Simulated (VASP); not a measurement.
Write the native input for VASP 6.6.1 that does the following.

* Task: single point
* Functional: PBE
* Potentials or basis: VASP PAW PBE potentials, release 64 (Al, P)
* Cutoff: 500 eV
* k mesh: 8 × 8 × 8
* Occupations: gaussian, width 0.05 eV
* Spin: no spin polarisation
* Dipole correction: no
* Further INCAR settings: ALGO = Normal; EDIFF = 1e-06; NBANDS = 11

The structure of AlP lies in POSCAR:

```
AlP
1.0
    0.0000000000      2.6573625000      2.6573625000
    2.6573625000      0.0000000000      2.6573625000
    2.6573625000      2.6573625000      0.0000000000
Al P
1 1
Direct
    0.0000000000      0.0000000000      0.0000000000
    0.7500000000      0.7500000000      0.7500000000
```

This cell differs from its parent crystal: strain -0.025 along x and y, -0.025 along z.

These files were run (other wordings do the same):

INCAR

```
SYSTEM = AlP
ALGO = Normal
EDIFF = 1E-6
ENCUT = 500
GGA = PE
GGA_COMPAT = .False.
ISIF = 2
ISMEAR = 0
LASPH = .True.
LCHARG = .False.
LREAL = .False.
LWAVE = .False.
NBANDS = 11
NELM = 120
PREC = Accurate
SIGMA = 0.05
```

KPOINTS

```
k-points
0
Gamma
  8 8 8
  0 0 0
```

Potentials or basis: VASP PAW PBE potentials, release 64 (Al, P).

Launch:

```console
$ cat potpaw_PBE.64/Al/POTCAR potpaw_PBE.64/P/POTCAR > POTCAR
$ mpirun -np 1 vasp_std > vasp.out
```

It gave:

The pressure is 10.9 GPa and the band gap on the k mesh is 1.41 eV, indirect (least direct gap 3.68 eV).

Caveat: the cell differs from its parent crystal (strain -0.025 along x and y, -0.025 along z).

Wall time 15 s on 1 thread of Intel(R) Xeon(R) Platinum 8259CL CPU @ 2.50GHz (Skylake/Cascade Lake) (shared host), peak memory 0.15 GiB.
